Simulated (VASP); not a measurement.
Crystal: NbAs.

```
CELL_PARAMETERS angstrom
-1.72585 1.72585 5.84000
1.72585 -1.72585 5.84000
1.72585 1.72585 -5.84000
ATOMIC_POSITIONS crystal
Nb 0.50000 0.00000 0.50000
Nb 0.75000 0.75000 0.00000
As 0.91600 0.41600 0.50000
As 0.16600 0.16600 0.00000
```

Base run:

* Program: VASP 6.6.1
* Functional: PBEsol
* Potentials or basis: VASP PAW PBE potentials, release 64 (Nb_sv, As)
* Cutoff: 520 eV
* k mesh: 11 × 11 × 11
* Occupations: fermi-dirac, width 0.05 eV
* Spin: no spin polarisation

Its results: pressure -2.2 GPa; largest force 0.290 eV/Å.

The run is repeated on the same cell with these changes: functional from PBEsol to PBE. What comes out?

Pressure 3.3 GPa; largest force 0.299 eV/Å.

PBE binds less tightly than PBEsol, so the same cell stands under more pressure.

Caveats: the PAW data sets were made with another functional, which shifts forces and pressure a little (some runs).
